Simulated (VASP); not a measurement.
# B12N11 (P1) in VASP: further runs

Runs on B12N11. Level: PBE+D3(BJ). Tasks: single point.

Everything below comes from runs of VASP 6.6.1. Logs are shortened: lines on timing, memory, paths and dates and some standing lists are left out, and cuts for length are marked.

**1. The cell of the first run**

The typed cell holds 23 atoms: a = 6.124 Å, b = 6.120 Å, c = 6.714 Å, α = 66.38°, β = 66.33°, γ = 74.94°.

**2. Single point, PBE+D3(BJ)**

INCAR

```
ALGO = Normal ; EDIFF = 1E-6
ENCUT = 520 ; GGA = PE
ISIF = 2 ; ISMEAR = 0
ISYM = 0 ; IVDW = 12
LASPH = True ; LCHARG = False
LREAL = Auto ; LWAVE = False
NBANDS = 62 ; NELM = 80
PREC = Accurate ; SIGMA = 0.1
```

KPOINTS

```
Automatic mesh
0
Gamma
  3 3 2
  0 0 0.5
```

POSCAR

```
B12N11
1.0
   -3.7257200316      3.5784154134     -3.2885829489
    3.7223391820      3.5782985766     -3.2848539532
   -0.0032459381     -1.4205496385     -6.5615876678
B N
12 11
Direct
    0.1629249585      0.8286352117      0.4977171256
    0.5814286585      0.9161565629      0.2521883587
    0.8353253217      0.1711956498      0.4965383842
    0.5055285170      0.5012162438      0.4973092993
    0.2503102588      0.2471560320      0.2518274938
    1.0035082384      0.9812834697      0.0071910167
    0.7447538582      0.7492855027      0.7529759562
    0.6663019222      0.3320219859      1.0020694829
    0.4181377119      0.0838752358      0.7523331029
    0.9321222358      0.5979893833      0.2366599529
    0.3162642830      0.6698943494      0.0102152473
    0.0834412703      0.4103300277      0.7525921854
    0.3315075882      0.9973065557      0.3346336661
    0.7536108392      0.0772207468      0.0865708550
    1.0039514946      0.3426187125      0.3271088869
    0.6769759670      0.6700089392      0.3285399308
    0.4116191505      0.4195011080      0.0872283454
    0.1660417856      0.1556141923      0.8411711307
    0.9127485379      0.9175427182      0.5821092402
    0.8325503284      0.4982770851      0.8338458452
    0.5853905854      0.2511450193      0.5846990723
    0.4903062897      0.8321284198      0.8426810874
    0.2518417754      0.5785486524      0.5827044734
```

Potentials or basis: VASP PAW PBE potentials, release 64 (B, N).

The run is started by

```console
cat potpaw_PBE.64/B/POTCAR potpaw_PBE.64/N/POTCAR > POTCAR
mpirun -np 1 vasp_std > vasp.out
```

OUTCAR:

```text
EDIFF = 1E-6
   ENCUT = 520
   GGA = PE
   ISIF = 2
   ISMEAR = 0
   ISYM = 0
   IVDW = 12
   LASPH = True
   LREAL = Auto
   NELM = 80
   PREC = Accurate
 IVDW          = 12

 ion  position               nearest neighbor table
   1  0.163  0.829  0.498-  13 1.44  19 1.44  23 1.44
   2  0.581  0.916  0.252-  16 1.43  14 1.43  13 1.43
   3  0.835  0.171  0.497-  21 1.43  19 1.44  15 1.46
   4  0.506  0.501  0.497-  21 1.43  23 1.44  16 1.46
   5  0.250  0.247  0.252-  15 1.43  13 1.43  17 1.43
   6  0.004  0.981  0.007-  18 1.44  14 1.45
   7  0.745  0.749  0.753-  20 1.44  19 1.45  22 1.46
   8  0.666  0.332  0.002-  20 1.43  14 1.46  17 1.46
   9  0.418  0.084  0.752-  22 1.43  18 1.43  21 1.44
  10  0.932  0.598  0.237-  15 1.45  16 1.45
  11  0.316  0.670  0.010-  22 1.44  17 1.45
  12  0.083  0.410  0.753-  20 1.44  23 1.45  18 1.46
  13  0.332  0.997  0.335-   5 1.43   2 1.43   1 1.44
  14  0.754  0.077  0.087-   2 1.43   6 1.45   8 1.46
  15  0.004  0.343  0.327-   5 1.43  10 1.45   3 1.46
  16  0.677  0.670  0.329-   2 1.43  10 1.45   4 1.46
  17  0.412  0.420  0.087-   5 1.43  11 1.45   8 1.46
  18  0.166  0.156  0.841-   9 1.43   6 1.44  12 1.46
  19  0.913  0.918  0.582-   1 1.44   3 1.44   7 1.45
  20  0.833  0.498  0.834-   8 1.43  12 1.44   7 1.44
  21  0.585  0.251  0.585-   4 1.43   3 1.43   9 1.44
  22  0.490  0.832  0.843-   9 1.43  11 1.44   7 1.46
  23  0.252  0.579  0.583-   1 1.44   4 1.44  12 1.45

IMPORTANT INFORMATION: All symmetrisations will be switched off!
NOSYMM: (Re-)initialisation of all symmetry stuff for point group C_1.

----------------------------------------------------------------------------------------

                                     Primitive cell

  volume of cell :     209.6528

  direct lattice vectors                    reciprocal lattice vectors
    -3.725720032  3.578415413 -3.288582949    -0.134248736  0.116550421 -0.025166149
     3.722339182  3.578298577 -3.284853953     0.134277660  0.116554460 -0.025299861
    -0.003245938 -1.420549639 -6.561587668     0.000061815 -0.116762916 -0.127123606

  length of vectors
     6.123791672  6.119664630  6.713598479     0.179555170  0.179598204  0.172609366

  position of ions in fractional coordinates (direct lattice)
     0.162924958  0.828635212  0.497717126
     0.581428659  0.916156563  0.252188359
     0.835325322  0.171195650  0.496538384
     0.505528517  0.501216244  0.497309299
     0.250310259  0.247156032  0.251827494
     0.003508238  0.981283470  0.007191017
[... 15 lines left out ...]
     0.490306290  0.832128420  0.842681087
     0.251841775  0.578548652  0.582704473

  ion indices of the primitive-cell ions
   primitive index   ion index
                 1           1
                 2           2
                 3           3
                 4           4
                 5           5
                 6           6
[... 15 lines left out ...]
                22          22
                23          23

----------------------------------------------------------------------------------------

 KPOINTS: Automatic mesh

Automatic generation of k-mesh.
 Grid dimensions read from file:
 generate k-points for:    3    3    2

 Generating k-lattice:

  Cartesian coordinates                     Fractional coordinates (reciprocal lattice)
    -0.044749579  0.038850140 -0.008388716     0.333333333 -0.000000000  0.000000000
     0.044759220  0.038851487 -0.008433287    -0.000000000  0.333333333 -0.000000000
     0.000030907 -0.058381458 -0.063561803     0.000000000  0.000000000  0.500000000

  Length of vectors
     0.059851723  0.059866068  0.086304683

  Shift w.r.t. Gamma in fractional coordinates (k-lattice)
     0.000000000  0.000000000  0.500000000

 Subroutine IBZKPT returns following result:
 ===========================================

 Found      9 irreducible k-points:

 Following reciprocal coordinates:
            Coordinates               Weight
  0.000000  0.000000  0.250000      2.000000
  0.333333 -0.000000  0.250000      2.000000
 -0.333333  0.000000  0.250000      2.000000
  0.000000  0.333333  0.250000      2.000000
  0.333333  0.333333  0.250000      2.000000
 -0.333333  0.333333  0.250000      2.000000
 -0.000000 -0.333333  0.250000      2.000000
  0.333333 -0.333333  0.250000      2.000000
 -0.333333 -0.333333  0.250000      2.000000
   k-points           NKPTS =      9   k-points in BZ     NKDIM =      9   number of bands    NBANDS=     62
   number of dos      NEDOS =    301   number of ions     NIONS =     23
   total plane-waves  NPLWV = 115200
   dimension x,y,z NGX =    48 NGY =   48 NGZ =   50
   dimension x,y,z NGXF=    96 NGYF=   96 NGZF=  100
   ions per type =              12  11
   NGX,Y,Z   is equivalent  to a cutoff of  13.03, 13.04, 12.38 a.u.
   NGXF,Y,Z  is equivalent  to a cutoff of  26.06, 26.08, 24.76 a.u.
 SYSTEM =  unknown system
   PREC   = accura    normal or accurate (medium, high low for compatibility)
   ISTART =      0    job   : 0-new  1-cont  2-samecut
   ICHARG =      2    charge: 1-file 2-atom 10-const
   ISPIN  =      1    spin polarized calculation?
   LNONCOLLINEAR =      F non collinear calculations
   LSORBIT =      F    spin-orbit coupling
   LASPH  =      T    aspherical Exc in radial PAW
   ENCUT  =  520.0 eV  38.22 Ry    6.18 a.u.  11.39 11.38 12.48*2*pi/ulx,y,z
   NELM   =     80;   NELMIN=  2; NELMDL= -5     # of ELM steps
   EDIFF  = 0.1E-05   stopping-criterion for ELM
   LREAL  =      T    real-space projection
   EDIFFG = 0.1E-04   stopping-criterion for IOM
   NSW    =      0    number of steps for IOM
   IBRION =     -1    ionic relax: 0-MD 1-quasi-New 2-CG
   NFREE  =      0    steps in history (QN), initial steepest desc. (CG)
   ISIF   =      2    stress and relaxation
   ISYM   =      0    0-nonsym 1-usesym 2-fastsym
   POTIM  = 0.5000    time-step for ionic-motion
   TEBEG  =    0.0;   TEEND  =   0.0 temperature during run
   PSTRESS=    0.0 pullay stress
   NELECT =      91.0000    total number of electrons
   NUPDOWN=      -1.0000    fix difference up-down
   EMIN   =  10.00;   EMAX   =-10.00  energy-range for DOS
   EFERMI =   0.00;   METHOD = LEGACY
   ISMEAR =     0;   SIGMA  =   0.10  broadening in eV -4-tet -1-fermi 0-gaus
   EFERMI_NEDOS =   21; number of points for ismear=-14 and -15
   IALGO  =     38    algorithm
   IMIX   =      4    mixing-type and parameters
     AMIX     =   0.40;   BMIX     =  1.00
     AMIX_MAG =   1.60;   BMIX_MAG =  1.00
  volume/ion in A,a.u.               =       9.12        61.51
  Fermi-wavevector in a.u.,A,eV,Ry     =   1.239524  2.342362 20.904275  1.536421
  Thomas-Fermi vector in A             =   2.374004
   LORBIT       =      0    0 simple, 1 ext, 2 COOP (PROOUT), +10 PAW based schemes
   GGA     = PE    functional components
   LHFCALC =     F    Hartree Fock is set to
   AEXX    =    0.0000 exact exchange contribution
   IVDW    =    12    specifies the selected vdW correction
   LEPSILON=     F    determine dielectric tensor
   LRPA    =     F    only Hartree local field effects (RPA)
 non-spin polarized calculation
 Gauss-broadening in eV      SIGMA  =   0.10
  energy-cutoff  :      520.00
  volume of cell :      209.65
 maximum number of plane-waves:      5651
 NGX is ok and might be reduce to    48
   NGX = 23   NGY = 23   NGZ = 25

 number of electron      91.0000001 magnetization

 Free energy of the ion-electron system (eV)
  ---------------------------------------------------
  ext. energy  EPLUGINS =         0.00000000
  ---------------------------------------------------
  free energy    TOTEN  =      -195.02088063 eV

  energy without entropy =     -195.00425347  energy(sigma->0) =     -195.01256705

 E-fermi :   5.1625     XC(G=0): -10.1241

 val. band max:        5.1194842294   @ k =  -0.3333   0.0000   0.2500
 cond. band min:       5.2512654680   @ k =  -0.3333  -0.3333   0.2500
 fundamental gap:      0.1317812386
 Fermi energy:         5.1624740773

 k-point     1 :       0.0000    0.0000    0.2500
  band No.  band energies     occupation
      1     -15.4813      2.00000
      2     -14.7246      2.00000
      3     -13.8720      2.00000
      4     -13.7710      2.00000
      5     -13.5973      2.00000
      6     -13.4825      2.00000
[... 49 lines left out ...]
     56       9.3209      0.00000
     57      10.0539      0.00000

 k-point     2 :       0.3333   -0.0000    0.2500
  band No.  band energies     occupation
      1     -15.3592      2.00000
      2     -14.6529      2.00000
      3     -14.2002      2.00000
      4     -14.0122      2.00000
      5     -13.7932      2.00000
      6     -13.4562      2.00000
[... 49 lines left out ...]
     56       9.7766      0.00000
     57      10.3310      0.00000

 k-point     3 :      -0.3333    0.0000    0.2500
  band No.  band energies     occupation
      1     -15.0546      2.00000
      2     -14.9604      2.00000
      3     -14.5738      2.00000
      4     -14.1855      2.00000
      5     -13.1793      2.00000
      6     -12.9182      2.00000
[... 293 lines left out ...]
  band No.  band energies     occupation
      1     -15.0920      2.00000
      2     -14.8391      2.00000
      3     -14.5771      2.00000
      4     -14.0660      2.00000
      5     -13.6078      2.00000
      6     -13.1153      2.00000
[... 49 lines left out ...]
     56       9.6681      0.00000
     57      10.1723      0.00000

 k-point     9 :      -0.3333   -0.3333    0.2500
  band No.  band energies     occupation
      1     -15.3261      2.00000
      2     -14.6186      2.00000
      3     -14.1827      2.00000
      4     -14.1029      2.00000
      5     -13.7739      2.00000
      6     -13.1036      2.00000
[... 49 lines left out ...]
     56       9.6520      0.00000
     57      10.3053      0.00000
 [bands above 57 left out]

------------------------ aborting loop because EDIFF is reached ----------------------------------------

 Edisp (eV)   -3.32175

 E8    (eV) :    -0.9813

  FORCE on cell =-STRESS in cart. coord.  units (eV):
  Direction    XX          YY          ZZ          XY          YZ          ZX
  --------------------------------------------------------------------------------------
  -------------------------------------------------------------------------------------
  Total      -0.01213    -0.01846    -0.25368     0.00023    -0.02165     0.00370
  in kB      -0.09267    -0.14106    -1.93866     0.00172    -0.16543     0.02828
  external pressure =       -0.72 kB  Pullay stress =        0.00 kB

 VOLUME and BASIS-vectors are now :
 -----------------------------------------------------------------------------
  energy-cutoff  :      520.00
  volume of cell :      209.65
      direct lattice vectors                 reciprocal lattice vectors
    -3.725720032  3.578415413 -3.288582949    -0.134248736  0.116550421 -0.025166149
     3.722339182  3.578298577 -3.284853953     0.134277660  0.116554460 -0.025299861
    -0.003245938 -1.420549639 -6.561587668     0.000061815 -0.116762916 -0.127123606

 POSITION                                       TOTAL-FORCE (eV/Angst)
 -----------------------------------------------------------------------------------
      2.47583      2.84109     -6.52355         0.000583     -0.005132     -0.009541
      1.24319      5.00063     -6.57627        -0.000363     -0.004745      0.004320
     -2.47655      2.89637     -6.56747         0.000532      0.005346     -0.004405
     -0.01938      2.89604     -6.57203         0.000025      0.003920     -0.001660
     -0.01340      1.42238     -3.28743         0.003746     -0.002878      0.007837
      3.63958      3.51366     -3.28209        -0.007637     -0.004120     -0.013092
[... 15 lines left out ...]
      1.26798      3.53505     -9.87516        -0.001240      0.003329      0.002830
      1.21337      2.14365     -6.55212         0.002966     -0.002900     -0.004317
 -----------------------------------------------------------------------------------
    total drift:                                0.003467      0.001034     -0.000367

  FREE ENERGIE OF THE ION-ELECTRON SYSTEM (eV)
  ---------------------------------------------------
  free  energy   TOTEN  =      -198.3426316011 eV

  energy  without entropy=     -198.3260044431  energy(sigma->0) =     -198.33431802
```

Wall time 2.2 min (1 thread of AMD EPYC 9R45 (Zen 5), shared host); peak memory 0.32 GiB.

What came out:

| Quantity | Value |
| --- | --- |
| Free energy | -198.3426 eV |
| Pressure | -0.1 GPa |
| Largest force | 0.022 eV/Å |
| Dispersion energy per atom | -0.144 eV |

Forces on the atoms (eV/Å):
```
B    0.001 -0.005 -0.010
B    0.000 -0.005  0.004
B    0.001  0.005 -0.004
B    0.000  0.004 -0.002
B    0.004 -0.003  0.008
B   -0.008 -0.004 -0.013
B   -0.001 -0.004  0.006
B    0.000 -0.004  0.003
B    0.001  0.006  0.005
B   -0.005  0.019 -0.010
B    0.007 -0.010 -0.009
B    0.000 -0.004  0.006
N    0.000  0.008 -0.006
N   -0.002  0.000  0.007
N   -0.002 -0.003  0.005
N    0.001 -0.002  0.006
N    0.004  0.001  0.005
N    0.002  0.006  0.004
N   -0.003 -0.003 -0.004
N    0.000  0.006  0.000
N    0.000 -0.009  0.000
N   -0.001  0.003  0.003
N    0.003 -0.003 -0.004
```

Stress tensor (GPa, compression positive):
```
-0.01  0.00  0.00
 0.00 -0.01 -0.02
 0.00 -0.02 -0.19
```

Levels at points of the mesh, in eV from the Fermi level:
```
           k point  band 43  band 44  band 45  band 46  band 47  band 48  band 49  band 50
(0.00, 0.00, 0.25)    -3.60    -3.32    -3.04     0.37     1.93     2.01     2.09     2.17
```

Caveat: the k points lie up to 0.54 Å⁻¹ apart; pairwise dispersion overbinds metals, which lowers pressure and volume.

**3. Single point, PBE+D3(BJ)**

INCAR

```
SYSTEM = B12N11
PREC = Accurate
ENCUT = 520
EDIFF = 1E-7
ISMEAR = 0
SIGMA = 0.1
LREAL = Auto
LASPH = .True.
NELM = 60
ALGO = Normal
ISIF = 2
LWAVE = .False.
LCHARG = .False.
GGA = PE
IVDW = 12
NBANDS = 62
ISYM = 0
```

KPOINTS is that of step 2.

POSCAR

```
B12N11
1.0
   -3.7243615563      3.5775463616     -3.2856706211
    3.7234450304      3.5776098415     -3.2845552511
   -0.0009898261     -1.4220413046     -6.5603563007
B N
12 11
Direct
    0.1647963597      0.8326202023      0.5024298173
    0.5872857269      0.8982630253      0.2594013518
    0.8337169034      0.1637382906      0.5025195511
    0.5154687225      0.5143583889      0.4860969600
    0.2495993662      0.2485649595      0.2524549866
    1.0013092129      1.0002458194      0.0019098530
    0.7462772349      0.7452284986      0.7483628514
    0.6667319867      0.3268632527      0.0027543522
    0.4186688317      0.0877295250      0.7469805090
    0.8991412066      0.5861135532      0.2590017811
    0.3278572517      0.6656660849      0.0026819149
    0.0887710902      0.4175850509      0.7468393127
    0.3371122564     -0.0061620043      0.3374766176
    0.7494519279      0.0723095562      0.0917360136
   -0.0051022569      0.3360117942      0.3374040430
    0.4157923030      0.4147437996      0.0839009995
    0.1685797089      0.1675197036      0.8343412038
    0.9149910368      0.9138971115      0.5854414547
    0.8351176153      0.4950339119      0.8326263515
    0.5873978841      0.2591285304      0.5778978762
    0.0732535444      0.7483184804      0.0915162423
    0.4960949718      0.8340690285      0.8327617552
    0.2602110975      0.5862499735      0.5776184539
```

Potentials or basis: VASP PAW PBE potentials, release 64 (B, N).

The run is started by

```console
cat potpaw_PBE.64/B/POTCAR potpaw_PBE.64/N/POTCAR > POTCAR
mpirun -np 1 vasp_std > vasp.out
```

Run time: 2.7 min. Hardware: 1 thread of AMD EPYC 9R45 (Zen 5), shared host; peak memory 0.32 GiB.

It converged, with:

```
Free energy                : -198.3426 eV
Pressure                   : -0.1 GPa
Largest force              : 0.013 eV/Å
Dispersion energy per atom : -0.144 eV
```

Forces on the atoms (eV/Å):
```
B   -0.002  0.000  0.002
B   -0.007 -0.008  0.002
B   -0.007 -0.002  0.003
B   -0.002  0.008 -0.010
B   -0.004 -0.001  0.003
B    0.000  0.009  0.000
B   -0.001  0.003  0.001
B    0.005  0.002 -0.001
B   -0.006  0.001  0.000
B    0.007 -0.005  0.002
B   -0.007  0.000 -0.003
B    0.003  0.002  0.001
N    0.005 -0.003  0.002
N   -0.006 -0.001 -0.005
N    0.002 -0.004  0.003
N    0.002  0.004  0.002
N    0.000 -0.008 -0.004
N    0.003  0.002  0.003
N   -0.001 -0.001 -0.001
N    0.005  0.002  0.002
N    0.007  0.002 -0.005
N    0.002 -0.001  0.000
N    0.002  0.001  0.001
```

Stress tensor (GPa, compression positive):
```
 0.00  0.00  0.00
 0.00 -0.02 -0.02
 0.00 -0.02 -0.18
```

Levels at points of the mesh, in eV from the Fermi level:
```csv
k point,band 44,band 45,band 46,band 47,band 48,band 49
"(0.00, 0.00, 0.25)",-3.32,-3.04,0.36,1.93,2.01,2.09
```

Caveat: the k points lie up to 0.54 Å⁻¹ apart; pairwise dispersion overbinds metals, which lowers pressure and volume.
